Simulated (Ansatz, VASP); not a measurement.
**KHf3 in VASP and in Ansatz**

```
K Hf
1.0
     4.64634    0.00000    0.00000
     0.00000    4.64634    0.00000
     0.00000    0.00000    4.64634
K Hf
1 3
Direct
  0.00000 0.00000 0.00000
  0.00000 0.50000 0.50000
  0.50000 0.00000 0.50000
  0.50000 0.50000 0.00000
```

Alike in both runs: functional PBE; k mesh 10 × 10 × 10; occupations gaussian, width 0.1 eV; no spin polarisation.

Ansatz relaxed the structure, and its values are those at the end. VASP's run is a single point on that final structure, the one shown.

|  | VASP | Ansatz |
| --- | --- | --- |
| version | VASP 6.6.1 | Ansatz 0.2.0 |
| potentials or method | VASP PAW PBE potentials, release 64 (K_sv, Hf_pv), cutoff 520 eV | scalar-relativistic, plane waves, PAW |
| valence electrons in the cell | 39 | 87 |

```tsv
	VASP	Ansatz	Ansatz less VASP
gap on the k mesh at the Fermi level (eV)	none	none	-
pressure (GPa)	-0.1	0.0	+0.14
```

A gap of «none» marks a metal or a gap that the smearing closes. VASP's potentials hold 39 valence electrons a cell and Ansatz's 87, so a difference there can come from the potentials and not from the codes.

Neither program's run includes spin-orbit coupling.
